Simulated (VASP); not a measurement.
**Cd4Se3S: single point with PBE**

Crystal: Cd4Se3S.

```
CELL_PARAMETERS angstrom
-3.06429 3.06429 6.12526
3.06429 -3.06429 6.12526
3.06429 3.06429 -6.12526
ATOMIC_POSITIONS crystal
Cd 0.12061 0.12061 0.48522
Cd 0.87939 0.36461 0.00000
Cd 0.63539 0.63539 0.51478
Cd 0.36461 0.87939 0.00000
Se 0.50000 0.50000 0.00000
Se 0.25000 0.75000 0.50000
Se 0.75000 0.25000 0.50000
S 0.00000 0.00000 0.00000
```

```
Program             : VASP 6.6.1
Task                : single point
Functional          : PBE
Potentials or basis : VASP PAW PBE potentials, release 64 (Cd, Se, S)
Cutoff              : 520 eV
k mesh              : 4 × 4 × 4
Occupations         : gaussian, width 0.1 eV
Spin                : no spin polarisation
```

```
Pressure               : 0.3 GPa
Band gap on the k mesh : 0.61 eV, direct
```

Forces on the atoms (eV/Å):
```
Cd   0.001  0.001 -0.002
Cd   0.001 -0.001  0.002
Cd  -0.001 -0.001 -0.002
Cd  -0.001  0.001  0.002
Se   0.000  0.000  0.000
Se   0.000  0.000  0.000
Se   0.000  0.000  0.000
S    0.000  0.000  0.000
```

Levels at points of the mesh, in eV from the valence-band top:
```
           k point  band 34  band 35  band 36  band 37  band 38  band 39
(0.00, 0.00, 0.00)     0.00     0.00     0.00     0.61     3.31     3.81
(0.50, 0.00, 0.00)    -1.20    -0.81    -0.58     3.33     3.41     4.30
(0.50, 0.50, 0.00)    -0.59    -0.58    -0.55     2.41     2.51     3.68
(0.50, 0.50, 0.50)    -1.03    -0.81    -0.81     3.20     3.22     3.23
```

It took 4.4 min on 1 thread of Intel Xeon 6975P-C (shared host), peak memory 0.5 GiB.

PBE gaps usually lie below the measured ones, often by a third to a half.
